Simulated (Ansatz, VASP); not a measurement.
# Cs: VASP beside Ansatz

```
Cs
1.0
     9.19319    0.00000    0.00000
    -4.59660    7.96154    0.00000
     0.00000    0.00000    5.49397
Cs
3
Direct
  0.00000 0.00000 0.00000
  0.33333 0.66667 0.50000
  0.66667 0.33333 0.50000
```

Alike in both runs: task single point; functional r2SCAN; k mesh 5 × 5 × 7; occupations fermi-dirac, width 0.1 eV; no spin polarisation.

|  | VASP | Ansatz |
| --- | --- | --- |
| version | VASP 6.6.1 | Ansatz 0.2.0 |
| potentials or method | VASP PAW PBE potentials, release 64 (Cs_sv), cutoff 520 eV | plane waves (500 eV) with PAW, scalar-relativistic |
| valence electrons in the cell | 27 | 27 |

```csv
,VASP,Ansatz,Ansatz less VASP
pressure (GPa),-0.1,-0.1,0.00
```

VASP's potentials were made for PBE, not for r2SCAN.

Spin-orbit coupling is off throughout.
